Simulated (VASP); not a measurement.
Ca, 1 atom in the cell. Symmetry: Immm, No. 71, orthorhombic system. The conventional cell has a = 3.969 Å, b = 4.392 Å, c = 4.410 Å, α = 90.00°, β = 90.00°, γ = 90.00°. Within 4.8 Å of Ca (site symmetry mmm) lie 14 Ca at 3.69 to 4.41 Å.  This cell differs from its parent crystal: strain -0.1000 x Voigt [1, 0, 0, 0, 0, 0].

```yaml
Program: VASP 6.6.1
Task: single point
Functional: PBEsol
Potentials_or_basis: VASP PAW PBE potentials, release 64 (Ca_sv)
Cutoff: 520 eV
k_mesh: 16 × 16 × 16
Occupations: gaussian, width 0.15 eV
Spin: no spin polarisation
Dipole_correction: no
Further_INCAR_settings: ALGO = Fast; EDIFF = 1e-06; NBANDS = 11
```

Potentials or basis: VASP PAW PBE potentials, release 64 (Ca_sv).

Command:

```sh
$ cat potpaw_PBE.64/Ca_sv/POTCAR > POTCAR
$ mpirun -np 1 vasp_std > vasp.out
```

Hardware: 1 thread of Oxide Virtual Turin-like Processor (shared host).

Q: How long does it take, and how much memory?

A: Wall time 3.6 min on 1 thread of Oxide Virtual Turin-like Processor (shared host), peak memory 0.33 GiB. Counts: scf iterations 13, k points 621.
